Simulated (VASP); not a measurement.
C, 2 atoms in the cell. It takes space group Fmmm (No. 69, orthorhombic). Conventional cell: a = 2.514 Å, b = 4.352 Å, c = 6.929 Å, α = 90.00°, β = 90.00°, γ = 90.00°. Within 1.8 Å of C (site symmetry m2m) lie 3 C at 1.37 to 1.49 Å.  This cell differs from its parent crystal: atoms shifted along a free coordinate.

```yaml
Program: VASP 6.6.1
Task: single point
Functional: PBE
Dispersion: D3(BJ)
Potentials_or_basis: VASP PAW PBE potentials, release 64 (C)
Cutoff: 520 eV
k_mesh: 16 × 16 × 16
Occupations: gaussian, width 0.03 eV
Spin: no spin polarisation
Dipole_correction: no
Further_INCAR_settings: ALGO = Normal; EDIFF = 1e-06; NBANDS = 11
```

Potentials or basis: VASP PAW PBE potentials, release 64 (C).

Command:

```console
$ cat potpaw_PBE.64/C/POTCAR > POTCAR
$ mpirun -np 1 vasp_std > vasp.out
```

Hardware: 1 thread of Intel(R) Xeon(R) Platinum 8488C (Sapphire Rapids), with other jobs on the host.

Task: How long does it take, and how much memory?

Result: It took 82 s on 1 thread of Intel(R) Xeon(R) Platinum 8488C (Sapphire Rapids), with other jobs on the host, peak memory 0.23 GiB. Counts: scf iterations 12, k points 621.
